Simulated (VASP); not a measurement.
# NbC (Fm-3m) in VASP: further runs

Runs on NbC. Level: PBE. Tasks: single point, relaxation of cell and atoms.

Program: VASP 6.6.1. These are calculated values, not measurements. Logs are shortened: lines on timing, memory, paths and dates and some standing lists are left out, and cuts for length are marked.

### 1 The cell of the first run

It takes space group Fm-3m (No. 225, cubic). Conventional cell: a = 4.485 Å, b = 4.485 Å, c = 4.485 Å, α = 90.00°, β = 90.00°, γ = 90.00°. Nb (site symmetry m-3m) has 6 C at 2.24 Å within 3.0 Å. Within 3.0 Å of C (site symmetry m-3m) lie 6 Nb at 2.24 Å.

### 2 Single point, PBE

Input file INCAR:

```
SYSTEM = NbC
ALGO = Normal
EDIFF = 1E-6
ENCUT = 600
GGA = PE
GGA_COMPAT = .False.
ISIF = 2
ISMEAR = 1
LASPH = .True.
LCHARG = .False.
LREAL = .False.
LWAVE = .False.
NBANDS = 16
NELM = 120
PREC = Accurate
SIGMA = 0.1
```

Input file KPOINTS:

```
k-points
0
Gamma
  9 9 9
  0 0 0
```

Input file POSCAR:

```
NbC
1.0
    0.0000000000      2.2426527485      2.2426527485
    2.2426527485      0.0000000000      2.2426527485
    2.2426527485      2.2426527485      0.0000000000
Nb C
1 1
Direct
    0.0000000000      0.0000000000      0.0000000000
    0.5000000000      0.5000000000      0.5000000000
```

Potentials or basis: VASP PAW PBE potentials, release 64 (Nb_sv, C).

Run with:

```sh
cat potpaw_PBE.64/Nb_sv/POTCAR potpaw_PBE.64/C/POTCAR > POTCAR
mpirun -np 1 vasp_std > vasp.out
```

OUTCAR:

```text
SYSTEM = NbC
   EDIFF = 1E-6
   ENCUT = 600
   GGA = PE
   ISIF = 2
   ISMEAR = 1
   LASPH = .True.
   LREAL = .False.
   NELM = 120
   PREC = Accurate

 ion  position               nearest neighbor table
   1  0.000  0.000  0.000-   2 2.24   2 2.24   2 2.24   2 2.24   2 2.24   2 2.24
   2  0.500  0.500  0.500-   1 2.24   1 2.24   1 2.24   1 2.24   1 2.24   1 2.24

  LATTYP: Found a face centered cubic cell.
 ALAT       =     4.4853054970

  Lattice vectors:

 A1 = (   0.0000000000,   2.2426527485,   2.2426527485)
 A2 = (   2.2426527485,   0.0000000000,   2.2426527485)
 A3 = (   2.2426527485,   2.2426527485,   0.0000000000)

Analysis of symmetry for initial positions (statically):
=====================================================================
 Subroutine PRICEL returns:
 Original cell was already a primitive cell.

 Routine SETGRP: Setting up the symmetry group for a
 face centered cubic supercell.

 Subroutine GETGRP returns: Found 48 space group operations
 (whereof 48 operations were pure point group operations)
 out of a pool of 48 trial point group operations.

The static configuration has the point symmetry O_h .

Analysis of symmetry for dynamics (positions and initial velocities):
=====================================================================
 Subroutine PRICEL returns:
 Original cell was already a primitive cell.

 Routine SETGRP: Setting up the symmetry group for a
 face centered cubic supercell.

 Subroutine GETGRP returns: Found 48 space group operations
 (whereof 48 operations were pure point group operations)
 out of a pool of 48 trial point group operations.

The dynamic configuration has the point symmetry O_h .

 Subroutine INISYM returns: Found 48 space group operations
 (whereof 48 operations are pure point group operations),
 and found     1 'primitive' translations

----------------------------------------------------------------------------------------

                                     Primitive cell

  volume of cell :      22.5588

  direct lattice vectors                    reciprocal lattice vectors
     0.000000000  2.242652748  2.242652748    -0.222950254  0.222950254  0.222950254
     2.242652748  0.000000000  2.242652748     0.222950254 -0.222950254  0.222950254
     2.242652748  2.242652748  0.000000000     0.222950254  0.222950254 -0.222950254

  length of vectors
     3.171589933  3.171589933  3.171589933     0.386161168  0.386161168  0.386161168

  position of ions in fractional coordinates (direct lattice)
     0.000000000  0.000000000  0.000000000
     0.500000000  0.500000000  0.500000000

  ion indices of the primitive-cell ions
   primitive index   ion index
                 1           1
                 2           2

----------------------------------------------------------------------------------------

 KPOINTS: k-points

Automatic generation of k-mesh.
 Grid dimensions read from file:
 generate k-points for:    9    9    9

 Generating k-lattice:

  Cartesian coordinates                     Fractional coordinates (reciprocal lattice)
    -0.024772250  0.024772250  0.024772250     0.111111111  0.000000000  0.000000000
     0.024772250 -0.024772250  0.024772250     0.000000000  0.111111111  0.000000000
     0.024772250  0.024772250 -0.024772250     0.000000000  0.000000000  0.111111111

  Length of vectors
     0.042906796  0.042906796  0.042906796

  Shift w.r.t. Gamma in fractional coordinates (k-lattice)
     0.000000000  0.000000000  0.000000000

 Subroutine IBZKPT returns following result:
 ===========================================

 Found     35 irreducible k-points:

 Following reciprocal coordinates:
            Coordinates               Weight
  0.000000  0.000000  0.000000      1.000000
  0.111111  0.000000  0.000000      8.000000
  0.222222  0.000000  0.000000      8.000000
  0.333333  0.000000  0.000000      8.000000
  0.444444  0.000000  0.000000      8.000000
  0.111111  0.111111  0.000000      6.000000
[... 16 lines left out ...]
 -0.333333  0.333333  0.000000     12.000000
  0.444444  0.444444  0.000000      6.000000
 [... further k-points ...]
   k-points           NKPTS =     35   k-points in BZ     NKDIM =     35   number of bands    NBANDS=     16
   number of dos      NEDOS =    301   number of ions     NIONS =      2
   total plane-waves  NPLWV =  21952
   dimension x,y,z NGX =    28 NGY =   28 NGZ =   28
   dimension x,y,z NGXF=    56 NGYF=   56 NGZF=   56
   ions per type =               1   1
   NGX,Y,Z   is equivalent  to a cutoff of  14.68, 14.68, 14.68 a.u.
   NGXF,Y,Z  is equivalent  to a cutoff of  29.35, 29.35, 29.35 a.u.
 SYSTEM =  NbC
   PREC   = accura    normal or accurate (medium, high low for compatibility)
   ISTART =      0    job   : 0-new  1-cont  2-samecut
   ICHARG =      2    charge: 1-file 2-atom 10-const
   ISPIN  =      1    spin polarized calculation?
   LNONCOLLINEAR =      F non collinear calculations
   LSORBIT =      F    spin-orbit coupling
   LASPH  =      T    aspherical Exc in radial PAW
   ENCUT  =  600.0 eV  44.10 Ry    6.64 a.u.   6.33  6.33  6.33*2*pi/ulx,y,z
   NELM   =    120;   NELMIN=  2; NELMDL= -5     # of ELM steps
   EDIFF  = 0.1E-05   stopping-criterion for ELM
   LREAL  =      F    real-space projection
[... 7 lines left out ...]
   TEBEG  =    0.0;   TEEND  =   0.0 temperature during run
   PSTRESS=    0.0 pullay stress
   NELECT =      17.0000    total number of electrons
   NUPDOWN=      -1.0000    fix difference up-down
   EMIN   =  10.00;   EMAX   =-10.00  energy-range for DOS
   EFERMI =   0.00;   METHOD = LEGACY
   ISMEAR =     1;   SIGMA  =   0.10  broadening in eV -4-tet -1-fermi 0-gaus
   EFERMI_NEDOS =   21; number of points for ismear=-14 and -15
   IALGO  =     38    algorithm
   IMIX   =      4    mixing-type and parameters
     AMIX     =   0.40;   BMIX     =  1.00
     AMIX_MAG =   1.60;   BMIX_MAG =  1.00
  volume/ion in A,a.u.               =      11.28        76.12
  Fermi-wavevector in a.u.,A,eV,Ry     =   1.489770  2.815256 30.196953  2.219413
  Thomas-Fermi vector in A             =   2.602636
   LORBIT       =      0    0 simple, 1 ext, 2 COOP (PROOUT), +10 PAW based schemes
   GGA     = PE    functional components
   LHFCALC =     F    Hartree Fock is set to
   AEXX    =    0.0000 exact exchange contribution
   IVDW    =     0    specifies the selected vdW correction
   LEPSILON=     F    determine dielectric tensor
   LRPA    =     F    only Hartree local field effects (RPA)
 non-spin polarized calculation
 Methfessel and Paxton  Order N= 1 SIGMA  =   0.10
  energy-cutoff  :      600.00
  volume of cell :       22.56
 maximum number of plane-waves:       766
 NGX is ok and might be reduce to    28
   NGX = 13   NGY = 13   NGZ = 13

 number of electron      17.0000001 magnetization

 Free energy of the ion-electron system (eV)
  ---------------------------------------------------
  ext. energy  EPLUGINS =         0.00000000
  ---------------------------------------------------
  free energy    TOTEN  =       -20.53224680 eV

  energy without entropy =      -20.52869871  energy(sigma->0) =      -20.53106410

 E-fermi :  12.4039     XC(G=0): -13.0309

 val. band max:       12.3837218773   @ k =   0.4444   0.2222   0.1111
 cond. band min:      12.4050606156   @ k =   0.2222   0.0000   0.0000
 fundamental gap:      0.0213387383
 Fermi energy:        12.4039328329

 k-point     1 :       0.0000    0.0000    0.0000
  band No.  band energies     occupation
      1     -43.3366      2.00000
      2     -19.0523      2.00000
      3     -19.0523      2.00000
      4     -19.0523      2.00000
      5      -0.9807      2.00000
      6      11.1430      2.00000
[... 8 lines left out ...]
     15      22.4201      0.00000
     16      34.4507      0.00000

 k-point     2 :       0.1111    0.0000    0.0000
  band No.  band energies     occupation
      1     -43.3248      2.00000
      2     -19.1527      2.00000
      3     -19.0617      2.00000
      4     -19.0617      2.00000
      5      -0.6765      2.00000
      6      10.0030      2.00000
[... 8 lines left out ...]
     15      23.1337      0.00000
     16      32.4664      0.00000

 k-point     3 :       0.2222    0.0000    0.0000
  band No.  band energies     occupation
      1     -43.2948      2.00000
      2     -19.3998      2.00000
      3     -19.0855      2.00000
      4     -19.0855      2.00000
      5       0.1534      2.00000
      6       8.2340      2.00000
[... 8 lines left out ...]
     15      24.5995      0.00000
     16      30.2543      0.00000

 k-point     4 :       0.3333    0.0000    0.0000
  band No.  band energies     occupation
      1     -43.2604      2.00000
      2     -19.6696      2.00000
      3     -19.1122      2.00000
      4     -19.1122      2.00000
      5       1.2980      2.00000
      6       6.5221      2.00000
[... 8 lines left out ...]
     15      25.9454      0.00000
     16      27.2491      0.00000
[... 324 lines left out ...]
 k-point    22 :      -0.4444    0.3333    0.0000
  band No.  band energies     occupation
      1     -43.2059      2.00000
      2     -19.6776      2.00000
      3     -19.4453      2.00000
      4     -19.2670      2.00000
      5       1.0083      2.00000
      6       7.3969      2.00000
[... 8 lines left out ...]
     15      24.4645      0.00000
     16      26.7324      0.00000

 k-point    23 :      -0.3333    0.3333    0.0000
  band No.  band energies     occupation
      1     -43.2094      2.00000
      2     -19.5892      2.00000
      3     -19.5588      2.00000
      4     -19.2173      2.00000
      5       1.4677      2.00000
      6       6.6494      2.00000
[... 8 lines left out ...]
     15      24.2417      0.00000
     16      25.9275      0.00000

 k-point    24 :       0.4444    0.4444    0.0000
  band No.  band energies     occupation
      1     -43.2052      2.00000
      2     -19.7427      2.00000
      3     -19.3206      2.00000
      4     -19.3206      2.00000
      5       0.4223      2.00000
      6       8.3188      2.00000
[... 8 lines left out ...]
     15      24.6340      0.00000
     16      30.0001      0.00000

 [... further k-points ...]

------------------------ aborting loop because EDIFF is reached ----------------------------------------

  FORCE on cell =-STRESS in cart. coord.  units (eV):
  Direction    XX          YY          ZZ          XY          YZ          ZX
  --------------------------------------------------------------------------------------
  -------------------------------------------------------------------------------------
  Total       -0.0968710     -0.0968710     -0.0968710      0.0000000      0.0000000     -0.0000000
  in kB       -6.8800002     -6.8800002     -6.8800002      0.0000000      0.0000000     -0.0000000
  external PRESSURE =      -6.8800002 kB  Pullay stress =       0.0000000 kB

 VOLUME and BASIS-vectors are now :
 -----------------------------------------------------------------------------
  energy-cutoff  :      600.00
  volume of cell :       22.56
      direct lattice vectors                 reciprocal lattice vectors
     0.000000000  2.242652748  2.242652748    -0.222950254  0.222950254  0.222950254
     2.242652748  0.000000000  2.242652748     0.222950254 -0.222950254  0.222950254
     2.242652748  2.242652748  0.000000000     0.222950254  0.222950254 -0.222950254

 POSITION                                       TOTAL-FORCE (eV/Angst)
 -----------------------------------------------------------------------------------
      0.00000      0.00000      0.00000         0.000000      0.000000      0.000000
      2.24265      2.24265      2.24265         0.000000      0.000000      0.000000
 -----------------------------------------------------------------------------------
    total drift:                               -0.000000      0.000000      0.000000

  FREE ENERGIE OF THE ION-ELECTRON SYSTEM (eV)
  ---------------------------------------------------
  free  energy   TOTEN  =       -20.5322467981 eV

  energy  without entropy=      -20.5286987072  energy(sigma->0) =      -20.53106410
```

Run time: 31 s. Hardware: 1 thread of Intel Xeon 8259CL, shared host; peak memory 0.16 GiB.

What came out:

```yaml
Free_energy: -20.5322 eV
Pressure: -0.7 GPa
Band_gap_on_the_k_mesh: zero (an odd number of electrons rules out a gap without spin polarisation)
```

### 3 Relaxation of cell and atoms, PBE

This run uses another cell than the first one, of 11.16 Å³/atom.

Input file INCAR:

```
SYSTEM = NbC
  ALGO = Normal
  EDIFF = 1E-7
  EDIFFG = -0.01
  ENCUT = 600
  GGA = PE
  GGA_COMPAT = .False.
  IBRION = 2
  ISIF = 3
  ISMEAR = 1
  LASPH = .True.
  LCHARG = .False.
  LREAL = .False.
  LWAVE = .False.
  NELM = 120
  NELMIN = 4
  NSW = 80
  PREC = Accurate
  SIGMA = 0.1
```

KPOINTS is that of step 2.

Input file POSCAR:

```
NbC
1.0
    0.0000000000      2.2345500000      2.2345500000
    2.2345500000      0.0000000000      2.2345500000
    2.2345500000      2.2345500000      0.0000000000
Nb C
1 1
Direct
    0.0000000000      0.0000000000      0.0000000000
    0.5000000000      0.5000000000      0.5000000000
```

Potentials or basis: VASP PAW PBE potentials, release 64 (Nb_sv, C).

Run with:

```sh
cat potpaw_PBE.64/Nb_sv/POTCAR potpaw_PBE.64/C/POTCAR > POTCAR
mpirun -np 1 vasp_std > vasp.out
```

Wall time 75 s (1 thread of Intel Xeon 8259CL, shared host); peak memory 0.17 GiB.

Results (log left out):

* Free energy: -20.5320 eV
* Relaxed volume: 11.26 Å³/atom
* Relaxed cell: a = 3.170 Å, b = 3.170 Å, c = 3.170 Å, α = 60.00°, β = 60.00°, γ = 60.00°
* Space group after relaxing (to 0.1 Å): Fm-3m (No. 225)
* Energy gained by relaxing: 0.9 meV/atom
* Ionic steps: 3
* Pressure after relaxing: 0.0 GPa
* Band gap on the k mesh: zero (an odd number of electrons rules out a gap without spin polarisation)

The path:
| step | energy change (eV) | largest force (eV/Å) | pressure (GPa) | volume (Å³) |
| --- | --- | --- | --- | --- |
| 1 | 0.0000 | 0.0000 | 2.75 | 22.32 |
| 2 | 0.0054 | 0.0000 | -5.34 | 22.94 |
| 3 | -0.0017 | 0.0000 | -0.01 | 22.52 |

Final structure:
```cif
data_structure
_symmetry_space_group_name_H-M 'P 1'
_symmetry_Int_Tables_number 1
_cell_length_a 3.1697
_cell_length_b 3.1697
_cell_length_c 3.1697
_cell_angle_alpha 60.000
_cell_angle_beta 60.000
_cell_angle_gamma 60.000
_cell_volume 22.52
loop_
_atom_site_label
_atom_site_type_symbol
_atom_site_fract_x
_atom_site_fract_y
_atom_site_fract_z
_atom_site_occupancy
Nb1 Nb 0.00000 0.00000 0.00000 1
C1 C 0.50000 0.50000 0.50000 1
```

Levels at points of the mesh, in eV from the Fermi level:
```csv
k point,band 7,band 8,band 9,band 10,band 11,band 12
"(0.00, 0.00, 0.00)",-1.26,-1.26,-0.21,-0.21,-0.21,0.38
```

The gap in the log of VASP goes by the Fermi energy; the results here count the filled bands.